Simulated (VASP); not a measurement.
# MoSe (Fm-3m) in VASP: notebook

The runs below take MoSe through single point, with PBE.

All numbers are computed with VASP 6.6.1; they aren't measurements. Logs are shortened: lines on timing, memory, paths and dates and some standing lists are left out, and cuts for length are marked.

### Step 1. The cell of the first run

Symmetry: Fm-3m, No. 225, cubic system. The conventional cell has a = 5.352 Å, b = 5.352 Å, c = 5.352 Å, α = 90.00°, β = 90.00°, γ = 90.00°. Within 3.5 Å of Mo (site symmetry m-3m) lie 6 Se at 2.68 Å. Within 3.5 Å of Se (site symmetry m-3m) lie 6 Mo at 2.68 Å.

### Step 2. Single point, PBE

The input, INCAR:

```
SYSTEM = MoSe
ALGO = Normal ; EDIFF = 1E-7
ENCUT = 520 ; GGA = PE
ISIF = 2 ; ISMEAR = 0
LASPH = .True. ; LCHARG = .False.
LREAL = .False. ; LWAVE = .False.
NBANDS = 17 ; NELM = 60
PREC = Accurate ; SIGMA = 0.05
```

The input, KPOINTS:

```
k-points
0
Gamma
  12 12 12
  0 0 0
```

The input, POSCAR:

```
MoSe
1.0
    0.0000000000      2.6758016221      2.6758016221
    2.6758016221      0.0000000000      2.6758016221
    2.6758016221      2.6758016221      0.0000000000
Mo Se
1 1
Direct
    0.5000000000      0.5000000000      0.5000000000
    0.0000000000      0.0000000000      0.0000000000
```

Potentials or basis: VASP PAW PBE potentials, release 64 (Mo_sv, Se).

Run with:

```
> cat potpaw_PBE.64/Mo_sv/POTCAR potpaw_PBE.64/Se/POTCAR > POTCAR
> mpirun -np 1 vasp_std > vasp.out
```

OUTCAR:

```text
SYSTEM = MoSe
   EDIFF = 1E-7
   ENCUT = 520
   GGA = PE
   ISIF = 2
   ISMEAR = 0
   LASPH = .True.
   LREAL = .False.
   NELM = 60
   PREC = Accurate

 ion  position               nearest neighbor table
   1  0.500  0.500  0.500-   2 2.68   2 2.68   2 2.68   2 2.68   2 2.68   2 2.68
   2  0.000  0.000  0.000-   1 2.68   1 2.68   1 2.68   1 2.68   1 2.68   1 2.68

  LATTYP: Found a face centered cubic cell.
 ALAT       =     5.3516032442

  Lattice vectors:

 A1 = (   0.0000000000,   2.6758016221,   2.6758016221)
 A2 = (   2.6758016221,   0.0000000000,   2.6758016221)
 A3 = (   2.6758016221,   2.6758016221,   0.0000000000)

Analysis of symmetry for initial positions (statically):
=====================================================================
 Subroutine PRICEL returns:
 Original cell was already a primitive cell.

 Routine SETGRP: Setting up the symmetry group for a
 face centered cubic supercell.

 Subroutine GETGRP returns: Found 48 space group operations
 (whereof 48 operations were pure point group operations)
 out of a pool of 48 trial point group operations.

The static configuration has the point symmetry O_h .

Analysis of symmetry for dynamics (positions and initial velocities):
=====================================================================
 Subroutine PRICEL returns:
 Original cell was already a primitive cell.

 Routine SETGRP: Setting up the symmetry group for a
 face centered cubic supercell.

 Subroutine GETGRP returns: Found 48 space group operations
 (whereof 48 operations were pure point group operations)
 out of a pool of 48 trial point group operations.

The dynamic configuration has the point symmetry O_h .

 Subroutine INISYM returns: Found 48 space group operations
 (whereof 48 operations are pure point group operations),
 and found     1 'primitive' translations

----------------------------------------------------------------------------------------

                                     Primitive cell

  volume of cell :      38.3170

  direct lattice vectors                    reciprocal lattice vectors
     0.000000000  2.675801622  2.675801622    -0.186859891  0.186859891  0.186859891
     2.675801622  0.000000000  2.675801622     0.186859891 -0.186859891  0.186859891
     2.675801622  2.675801622  0.000000000     0.186859891  0.186859891 -0.186859891

  length of vectors
     3.784154944  3.784154944  3.784154944     0.323650825  0.323650825  0.323650825

  position of ions in fractional coordinates (direct lattice)
     0.500000000  0.500000000  0.500000000
     0.000000000  0.000000000  0.000000000

  ion indices of the primitive-cell ions
   primitive index   ion index
                 1           1
                 2           2

----------------------------------------------------------------------------------------

 KPOINTS: k-points

Automatic generation of k-mesh.
 Grid dimensions read from file:
 generate k-points for:   12   12   12

 Generating k-lattice:

  Cartesian coordinates                     Fractional coordinates (reciprocal lattice)
    -0.015571658  0.015571658  0.015571658     0.083333333  0.000000000  0.000000000
     0.015571658 -0.015571658  0.015571658     0.000000000  0.083333333  0.000000000
     0.015571658  0.015571658 -0.015571658     0.000000000  0.000000000  0.083333333

  Length of vectors
     0.026970902  0.026970902  0.026970902

  Shift w.r.t. Gamma in fractional coordinates (k-lattice)
     0.000000000  0.000000000  0.000000000

 Subroutine IBZKPT returns following result:
 ===========================================

 Found     72 irreducible k-points:

 Following reciprocal coordinates:
            Coordinates               Weight
  0.000000  0.000000  0.000000      1.000000
  0.083333  0.000000  0.000000      8.000000
  0.166667  0.000000  0.000000      8.000000
  0.250000  0.000000  0.000000      8.000000
  0.333333  0.000000  0.000000      8.000000
  0.416667  0.000000  0.000000      8.000000
[... 16 lines left out ...]
  0.500000  0.166667  0.000000     24.000000
 -0.416667  0.166667  0.000000     24.000000
 [... further k-points ...]
   k-points           NKPTS =     72   k-points in BZ     NKDIM =     72   number of bands    NBANDS=     17
   number of dos      NEDOS =    301   number of ions     NIONS =      2
   total plane-waves  NPLWV =  21952
   dimension x,y,z NGX =    28 NGY =   28 NGZ =   28
   dimension x,y,z NGXF=    56 NGYF=   56 NGZF=   56
   ions per type =               1   1
   NGX,Y,Z   is equivalent  to a cutoff of  12.30, 12.30, 12.30 a.u.
   NGXF,Y,Z  is equivalent  to a cutoff of  24.60, 24.60, 24.60 a.u.
 SYSTEM =  MoSe
   PREC   = accura    normal or accurate (medium, high low for compatibility)
   ISTART =      0    job   : 0-new  1-cont  2-samecut
   ICHARG =      2    charge: 1-file 2-atom 10-const
   ISPIN  =      1    spin polarized calculation?
   LNONCOLLINEAR =      F non collinear calculations
   LSORBIT =      F    spin-orbit coupling
   LASPH  =      T    aspherical Exc in radial PAW
   ENCUT  =  520.0 eV  38.22 Ry    6.18 a.u.   7.04  7.04  7.04*2*pi/ulx,y,z
   NELM   =     60;   NELMIN=  2; NELMDL= -5     # of ELM steps
   EDIFF  = 0.1E-06   stopping-criterion for ELM
   LREAL  =      F    real-space projection
   EDIFFG = 0.1E-05   stopping-criterion for IOM
   NSW    =      0    number of steps for IOM
   IBRION =     -1    ionic relax: 0-MD 1-quasi-New 2-CG
   NFREE  =      0    steps in history (QN), initial steepest desc. (CG)
   ISIF   =      2    stress and relaxation
   ISYM   =      2    0-nonsym 1-usesym 2-fastsym
   POTIM  = 0.5000    time-step for ionic-motion
   TEBEG  =    0.0;   TEEND  =   0.0 temperature during run
   PSTRESS=    0.0 pullay stress
   NELECT =      20.0000    total number of electrons
   NUPDOWN=      -1.0000    fix difference up-down
   EMIN   =  10.00;   EMAX   =-10.00  energy-range for DOS
   EFERMI =   0.00;   METHOD = LEGACY
   ISMEAR =     0;   SIGMA  =   0.05  broadening in eV -4-tet -1-fermi 0-gaus
   EFERMI_NEDOS =   21; number of points for ismear=-14 and -15
   IALGO  =     38    algorithm
   IMIX   =      4    mixing-type and parameters
     AMIX     =   0.40;   BMIX     =  1.00
     AMIX_MAG =   1.60;   BMIX_MAG =  1.00
  volume/ion in A,a.u.               =      19.16       129.29
  Fermi-wavevector in a.u.,A,eV,Ry     =   1.318118  2.490882 23.639235  1.737435
  Thomas-Fermi vector in A             =   2.448111
   LORBIT       =      0    0 simple, 1 ext, 2 COOP (PROOUT), +10 PAW based schemes
   GGA     = PE    functional components
   LHFCALC =     F    Hartree Fock is set to
   AEXX    =    0.0000 exact exchange contribution
   IVDW    =     0    specifies the selected vdW correction
   LEPSILON=     F    determine dielectric tensor
   LRPA    =     F    only Hartree local field effects (RPA)
 non-spin polarized calculation
 Gauss-broadening in eV      SIGMA  =   0.05
  energy-cutoff  :      520.00
  volume of cell :       38.32
 maximum number of plane-waves:      1056
   NGX = 15   NGY = 15   NGZ = 15

 number of electron      19.9999998 magnetization

 Free energy of the ion-electron system (eV)
  ---------------------------------------------------
  ext. energy  EPLUGINS =         0.00000000
  ---------------------------------------------------
  free energy    TOTEN  =       -13.21914111 eV

  energy without entropy =      -13.21558288  energy(sigma->0) =      -13.21736199

 E-fermi :   8.6024     XC(G=0): -11.3988

 val. band max:        8.5945050142   @ k =   0.5000   0.0833   0.0000
 cond. band min:       8.6091537240   @ k =   0.5000   0.3333   0.0833
 fundamental gap:      0.0146487098
 Fermi energy:         8.6024258344

 k-point     1 :       0.0000    0.0000    0.0000
  band No.  band energies     occupation
      1     -52.6558      2.00000
      2     -26.7457      2.00000
      3     -26.7457      2.00000
      4     -26.7457      2.00000
      5      -6.8418      2.00000
      6       6.4162      2.00000
[... 9 lines left out ...]
     16      20.1177      0.00000
     17      20.1177      0.00000

 k-point     2 :       0.0833    0.0000    0.0000
  band No.  band energies     occupation
      1     -52.6554      2.00000
      2     -26.7514      2.00000
      3     -26.7462      2.00000
      4     -26.7462      2.00000
      5      -6.7688      2.00000
      6       5.5979      2.00000
[... 9 lines left out ...]
     16      19.6483      0.00000
     17      19.8210      0.00000

 k-point     3 :       0.1667    0.0000    0.0000
  band No.  band energies     occupation
      1     -52.6545      2.00000
      2     -26.7670      2.00000
      3     -26.7477      2.00000
      4     -26.7477      2.00000
      5      -6.5605      2.00000
      6       4.3761      2.00000
[... 9 lines left out ...]
     16      18.8789      0.00000
     17      18.8789      0.00000

 k-point     4 :       0.2500    0.0000    0.0000
  band No.  band energies     occupation
      1     -52.6533      2.00000
      2     -26.7881      2.00000
      3     -26.7496      2.00000
      4     -26.7496      2.00000
      5      -6.2505      2.00000
      6       3.1814      2.00000
[... 9 lines left out ...]
     16      17.5902      0.00000
     17      17.5902      0.00000
[... 343 lines left out ...]
      1     -52.6509      2.00000
      2     -26.8108      2.00000
      3     -26.7614      2.00000
      4     -26.7595      2.00000
      5      -5.7674      2.00000
      6       2.0806      2.00000
[... 9 lines left out ...]
     16      17.0138      0.00000
     17      17.5560      0.00000

 k-point    23 :       0.5000    0.1667    0.0000
  band No.  band energies     occupation
      1     -52.6503      2.00000
      2     -26.8202      2.00000
      3     -26.7653      2.00000
      4     -26.7588      2.00000
      5      -5.5768      2.00000
      6       1.7329      2.00000
[... 9 lines left out ...]
     16      16.6190      0.00000
     17      17.7863      0.00000

 k-point    24 :      -0.4167    0.1667    0.0000
  band No.  band energies     occupation
      1     -52.6502      2.00000
      2     -26.8211      2.00000
      3     -26.7683      2.00000
      4     -26.7566      2.00000
      5      -5.5351      2.00000
      6       1.6432      2.00000
[... 9 lines left out ...]
     16      16.2860      0.00000
     17      17.8308      0.00000

 [... further k-points ...]
[... 5 lines left out ...]
  --------------------------------------------------------------------------------------
  -------------------------------------------------------------------------------------
  Total       -2.0502220     -2.0502220     -2.0502220      0.0000000     -0.0000000      0.0000000
  in kB      -85.7274155    -85.7274155    -85.7274155      0.0000000     -0.0000000      0.0000000
  external PRESSURE =     -85.7274155 kB  Pullay stress =       0.0000000 kB

 VOLUME and BASIS-vectors are now :
 -----------------------------------------------------------------------------
  energy-cutoff  :      520.00
  volume of cell :       38.32
      direct lattice vectors                 reciprocal lattice vectors
     0.000000000  2.675801622  2.675801622    -0.186859891  0.186859891  0.186859891
     2.675801622  0.000000000  2.675801622     0.186859891 -0.186859891  0.186859891
     2.675801622  2.675801622  0.000000000     0.186859891  0.186859891 -0.186859891

 POSITION                                       TOTAL-FORCE (eV/Angst)
 -----------------------------------------------------------------------------------
      2.67580      2.67580      2.67580        -0.000000     -0.000000     -0.000000
      0.00000      0.00000      0.00000         0.000000      0.000000      0.000000
 -----------------------------------------------------------------------------------
    total drift:                                0.000000      0.000000      0.000000

  FREE ENERGIE OF THE ION-ELECTRON SYSTEM (eV)
  ---------------------------------------------------
  free  energy   TOTEN  =       -13.2191411100 eV

  energy  without entropy=      -13.2155828771  energy(sigma->0) =      -13.21736199
```

Wall time 30 s (1 thread of Intel Xeon Platinum 8488C (Sapphire Rapids), shared host); peak memory 0.18 GiB.

Results:

| Property | Result |
| --- | --- |
| Free energy | -13.2191 eV |
| Pressure | -8.6 GPa |
| Band gap on the k mesh | zero (band 10 reaches 8.96 eV, above the bottom of band 11 at 6.92 eV) |

Levels at points of the mesh, in eV from the Fermi level:
```tsv
k point	band 8	band 9	band 10	band 11	band 12	band 13
(0.00, 0.00, 0.00)	-2.19	-1.68	-1.68	-1.68	-1.35	-1.35
(0.50, 0.00, 0.00)	-5.13	-0.03	-0.03	0.51	2.60	4.22
(0.50, 0.50, 0.00)	-3.61	-3.10	-0.61	0.49	0.49	1.20
```

### Step 3. Single point, PBE, collinear spin, ferromagnetic start

This run uses another cell than the first one, of 19.03 Å³/atom, 0.994 times its volume.

The input, INCAR:

```
SYSTEM = MoSe
  PREC = Accurate
  ENCUT = 520
  EDIFF = 1E-6
  ISMEAR = 0
  SIGMA = 0.05
  LREAL = .False.
  LASPH = .True.
  NELM = 150
  ALGO = Normal
  ISIF = 2
  LWAVE = .False.
  LCHARG = .False.
  ISPIN = 2
  MAGMOM = 3 0
  LORBIT = 11
  LMAXMIX = 4
  GGA = PE
  NBANDS = 21
```

The input, KPOINTS:

```
Automatic mesh
0
Gamma
  12 12 12
  0 0 0
```

The input, POSCAR:

```
MoSe
1.0
    0.0000000000      2.6700000000      2.6700000000
    2.6700000000      0.0000000000      2.6700000000
    2.6700000000      2.6700000000      0.0000000000
Mo Se
1 1
Direct
    0.5000000000      0.5000000000      0.5000000000
    0.0000000000      0.0000000000      0.0000000000
```

Potentials or basis: VASP PAW PBE potentials, release 64 (Mo_sv, Se).

Run with:

```
> cat potpaw_PBE.64/Mo_sv/POTCAR potpaw_PBE.64/Se/POTCAR > POTCAR
> mpirun -np 1 vasp_std > vasp.out
```

It took 67 s on 1 thread of Intel Xeon Platinum 8488C (Sapphire Rapids), shared host; peak memory 0.23 GiB.

The run converged. Its results:

```yaml
Free_energy: -13.3408 eV
Pressure: 0.8 GPa
Net_moment: 2.56 μB per cell
Site_moments: Mo +2.25; Se +0.01 μB
Valence_electrons_inside_the_program's_atomic_spheres: Mo 12.29; Se 3.91
```

Levels at points of the mesh, in eV from the Fermi level:
Spin up:
| k point | band 7 | band 8 | band 9 | band 10 | band 11 | band 12 | band 13 | band 14 | band 15 | band 16 |
| --- | --- | --- | --- | --- | --- | --- | --- | --- | --- | --- |
| (0.00, 0.00, 0.00) | -2.39 | -2.39 | -2.24 | -2.24 | -2.24 | -1.85 | -1.85 | 1.92 | 7.90 | 11.30 |
| (0.50, 0.00, 0.00) | -5.42 | -5.42 | -0.80 | -0.80 | -0.20 | 2.37 | 3.94 | 3.94 | 5.95 | 5.95 |
| (0.50, 0.50, 0.00) | -3.73 | -3.71 | -3.71 | -1.11 | -0.32 | -0.32 | 0.73 | 1.97 | 8.77 | 10.03 |
Spin down:
| k point | band 7 | band 8 | band 9 | band 10 | band 11 | band 12 |
| --- | --- | --- | --- | --- | --- | --- |
| (0.00, 0.00, 0.00) | -2.17 | -2.17 | -0.76 | -0.76 | -0.76 | -0.67 |
| (0.50, 0.00, 0.00) | -4.88 | -4.88 | 1.09 | 1.09 | 1.57 | 2.81 |
| (0.50, 0.50, 0.00) | -3.56 | -3.56 | -2.38 | 0.13 | 1.72 | 1.72 |

### Step 4. Single point, PBE, collinear spin, ferromagnetic start

This run uses another cell than the first one, of 19.12 Å³/atom, 0.998 times its volume.

The input, INCAR:

```
PREC = Accurate
ENCUT = 520
EDIFF = 1E-6
ISMEAR = 0
SIGMA = 0.05
LREAL = F
LASPH = T
NELM = 150
ALGO = Normal
ISIF = 2
LWAVE = F
LCHARG = F
ISPIN = 2
MAGMOM = 2.18 0
LORBIT = 11
LMAXMIX = 4
GGA = PE
NBANDS = 21
```

The input, KPOINTS:

```
regular mesh
0
Gamma
  12 12 12
```

The input, POSCAR:

```
MoSe
1.0
    0.0000000000      2.6739083337      2.6739083337
    2.6739083337      0.0000000000      2.6739083337
    2.6739083337      2.6739083337      0.0000000000
Mo Se
1 1
Direct
    0.5000000000      0.5000000000      0.5000000000
    0.0000000000      0.0000000000      0.0000000000
```

Run with:

```
> cat potpaw_PBE.64/Mo_sv/POTCAR potpaw_PBE.64/Se/POTCAR > POTCAR
> mpirun -np 1 vasp_std > vasp.out
```

It took 84 s on 1 thread of Intel Xeon Platinum 8488C (Sapphire Rapids), shared host; peak memory 0.22 GiB.

The run converged. Its results:

```yaml
Free_energy: -13.3415 eV
Pressure: 0.4 GPa
Net_moment: 2.57 μB per cell
Site_moments: Mo +2.26; Se +0.01 μB
Valence_electrons_inside_the_program's_atomic_spheres: Mo 12.28; Se 3.91
```

Levels at points of the mesh, in eV from the Fermi level:
Spin up:
```
           k point  band 7  band 8  band 9  band 10  band 11  band 12  band 13  band 14  band 15  band 16
(0.00, 0.00, 0.00)   -2.38   -2.38   -2.24    -2.24    -2.24    -1.85    -1.85     1.89     7.90    11.26
(0.50, 0.00, 0.00)   -5.40   -5.40   -0.81    -0.81    -0.22     2.36     3.91     3.91     5.93     5.93
(0.50, 0.50, 0.00)   -3.71   -3.71   -3.71    -1.11    -0.34    -0.34     0.71     1.94     8.74     9.99
```
Spin down:
```csv
k point,band 6,band 7,band 8,band 9,band 10,band 11,band 12,band 13
"(0.00, 0.00, 0.00)",-2.18,-2.18,-2.18,-0.74,-0.74,-0.74,-0.66,-0.66
"(0.50, 0.00, 0.00)",-7.15,-4.86,-4.86,1.09,1.09,1.57,2.81,4.79
"(0.50, 0.50, 0.00)",-5.81,-3.56,-3.56,-2.36,0.13,1.72,1.72,1.96
```

### Step 5. The runs side by side

| spin | cell | gap on the mesh (eV) | pressure (GPa) | moment (μB) |
| --- | --- | --- | --- | --- |
| off | a = 3.784 Å, angles 60.0°, 2 atoms | none | -8.6 | - |
| collinear, ferromagnetic start | a = 3.776 Å, angles 60.0°, 2 atoms | none | 0.8 | 2.56 |
| collinear, ferromagnetic start | a = 3.781 Å, angles 60.0°, 2 atoms | none | 0.4 | 2.57 |

Alike in all rows: task single point; level PBE; potentials or basis VASP PAW PBE potentials, release 64 (Mo_sv, Se); k mesh 12 × 12 × 12; cutoff (eV) 520; smearing gaussian 0.05 eV.

Total energies depend on the potentials used, so only differences within one code and one set of settings carry meaning.
